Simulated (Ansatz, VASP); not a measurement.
ZnSe: VASP beside Ansatz

Contents of INCAR:

```
ALGO = Normal ; EDIFF = 1E-6
ENCUT = 520 ; GGA = PE
ISIF = 2 ; ISMEAR = -1
LASPH = True ; LCHARG = False
LREAL = False ; LWAVE = False
NBANDS = 16 ; NELM = 80
PREC = Accurate ; SIGMA = 0.05
```

Contents of KPOINTS:

```
k-points
0
Gamma
  6 6 6
```

POSCAR

```
ZnSe
1.0
    0.0000000000      2.8338000000      2.8338000000
    2.8338000000      0.0000000000      2.8338000000
    2.8338000000      2.8338000000      0.0000000000
Se Zn
1 1
Direct
    0.7500000000      0.7500000000      0.7500000000
    0.0000000000      0.0000000000      0.0000000000
```

input.yaml

```yaml
crystal:
  lattice:
    - [0.0, 2.8338, 2.8338]
    - [2.8338, 0.0, 2.8338]
    - [2.8338, 2.8338, 0.0]
  atoms:
    - { symbol: Se, position: [0.75, 0.75, 0.75] }
    - { symbol: Zn, position: [0.0, 0.0, 0.0] }
kpoints:
  mp_grid: { grid: [6, 6, 6] }
scf:
  occupations: { method: fermi_dirac, width: 0.05 }
hamiltonian:
  xc: pbe
  pseudopotentials: { kind: all_electron, datasets: crystal }
output:
  forces: true
  stress: true
  eigenvalues: true
  elf: true
  volumetric_format: npy
```

Alike in both runs: task single point; functional PBE; k mesh 6 × 6 × 6; occupations fermi-dirac, width 0.05 eV; no spin polarisation.

|  | VASP | Ansatz |
| --- | --- | --- |
| version | VASP 6.6.1 | Ansatz 0.2.0 |
| potentials or method | VASP PAW PBE potentials, release 64 (Se, Zn), cutoff 520 eV | all-electron PAW datasets made for the crystal |

```csv
,VASP,Ansatz,Ansatz less VASP
gap on the k mesh at the Fermi level (eV),1.29,1.29,0.000
least direct gap on the mesh (eV),1.29,1.29,0.000
pressure (GPa),2.4,2.1,-0.23
```

Ansatz ran all-electron here, and VASP with PAW potentials.
